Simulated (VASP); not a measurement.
Input of a VASP 6.6.1 run:

Contents of INCAR:

```
PREC = Accurate ; ENCUT = 520
EDIFF = 1E-6 ; ISMEAR = -1
SIGMA = 0.1 ; LREAL = False
LASPH = True ; NELM = 100
ALGO = Normal ; ISIF = 2
LWAVE = False ; LCHARG = True
GGA = PS ; LELF = True
LVHAR = True ; NBANDS = 15
```

The input KPOINTS:

```
Automatic mesh
0
Gamma
  10 10 10
```

The input POSCAR:

```
BaTe
1.0
    3.4713714763      3.4713714763      0.0000000000
   -3.4713714763      3.4713714763      0.0000000000
    0.0000000000      3.4713714763      3.4713714763
Ba Te
1 1
Direct
    0.0000000000      0.0000000000      0.0000000000
    0.5000000000      0.5000000000      0.0000000000
```

Potentials or basis: VASP PAW PBE potentials, release 64 (Ba_sv, Te).

Run with:

```console
$ cat potpaw_PBE.64/Ba_sv/POTCAR potpaw_PBE.64/Te/POTCAR > POTCAR
$ mpirun -np 1 vasp_std > vasp.out
```

Q: Predict the band gap on the k mesh.

A: 1.37 eV, indirect (least direct gap 1.76 eV).

Q: What does it give for the pressure?

A: 0.4 GPa.

Caveat: the PAW data sets were made with another functional, which shifts forces and pressure a little; spin-orbit coupling is left out, which moves the levels of the heavy elements. A k mesh can miss the band edges.
